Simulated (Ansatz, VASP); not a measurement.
# One calculation of Rb2Na, two programs

```xyz
6
Lattice="0.0000 4.6980 4.6980 4.6980 0.0000 4.6980 4.6980 4.6980 0.0000" Properties=species:S:1:pos:R:3 pbc="T T T"
Rb    5.8725    5.8725    5.8725
Rb    5.8725    3.5235    3.5235
Rb    3.5235    3.5235    5.8725
Rb    3.5235    5.8725    3.5235
Na    0.0000    0.0000    0.0000
Na    2.3490    2.3490    2.3490
```

Alike in both runs: task relaxation of cell and atoms; functional PBE; k mesh 4 × 4 × 4; occupations gaussian, width 0.1 eV; no spin polarisation.

```csv
,VASP,Ansatz
version,VASP 6.6.1,Ansatz 0.2.0
potentials or method,"VASP PAW PBE potentials, release 64 (Rb_sv, Na_pv), cutoff 600 eV","scalar-relativistic, plane waves, PAW"
valence electrons in the cell,50,54
```

Ansatz gave:

| Item | Value |
| --- | --- |
| gap on the k mesh at the Fermi level, each at its own relaxed structure (eV) | none |
| relaxed volume (Å³/atom) | 76.13 |
| relaxed cell length with the largest relative difference (Å) | 8.645 |

Task: Which values does VASP return?

Result: gap on the k mesh at the Fermi level, each at its own relaxed structure (eV): none; relaxed volume (Å³/atom): 77.50; relaxed cell length with the largest relative difference (Å): 8.696.

A gap of «none» marks a metal or a gap that the smearing closes. VASP's potentials hold 50 valence electrons a cell and Ansatz's 54, so a difference there can come from the potentials and not from the codes.

Noted on VASP's run: the volume moved by over 15 % at a fixed basis, so the end points are rough.
